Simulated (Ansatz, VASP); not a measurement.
**Two plane-wave programs on Ge**

INCAR

```
SYSTEM = Ge
PREC = Accurate
ENCUT = 520
EDIFF = 1E-6
ISMEAR = 1
SIGMA = 0.15
LREAL = .False.
LASPH = .True.
NELM = 80
ALGO = Normal
ISIF = 2
LWAVE = .False.
LCHARG = .False.
GGA = PS
NBANDS = 21
```

File KPOINTS:

```
regular mesh
0
Gamma
  11 11 6
  0 0 0
```

POSCAR

```
Ge
1.0
    1.5453412851     -2.6945825042      0.0000000000
    1.5453412851      2.6945825042      0.0000000000
    0.0000000000      0.0000000000      4.9096028692
Ge
2
Direct
    0.6665530000      0.3334470000      0.2500000000
    0.3334470000      0.6665530000      0.7500000000
```

Input for Ansatz:

```yaml
crystal:
  lattice:
    - [1.5453412851483683, -2.694582504226408, 0.0]
    - [1.5453412851483683, 2.694582504226408, 0.0]
    - [0.0, 0.0, 4.909602869186974]
  atoms:
    - { symbol: Ge, position: [0.666553, 0.333447, 0.25] }
    - { symbol: Ge, position: [0.333447, 0.666553, 0.75] }
basis:
  ecutwfc: 510.0
kpoints:
  mp_grid:
    grid: [11, 11, 6]
hamiltonian:
  xc: pbesol
  pseudopotentials:
    kind: paw
scf:
  occupations:
    method: cold
    width: 0.15
output:
  stress: true
```

Alike in both runs: task single point; functional PBEsol; k mesh 11 × 11 × 6; no spin polarisation.

|  | VASP | Ansatz |
| --- | --- | --- |
| version | VASP 6.6.1 | Ansatz 0.2.0 |
| potentials or method | VASP PAW PBE potentials, release 64 (Ge_d), cutoff 520 eV | plane waves, PAW |
| occupations | methfessel-paxton of order 1, width 0.15 eV | cold, width 0.15 eV |
| valence electrons in the cell | 28 | 28 |

```csv
,VASP,Ansatz,Ansatz less VASP
pressure (GPa),-6.1,-6.1,-0.04
"traceless stress, the component that is largest in VASP (GPa)",3.80,3.91,+0.116
```

VASP's potentials were made for PBE, not for PBEsol.
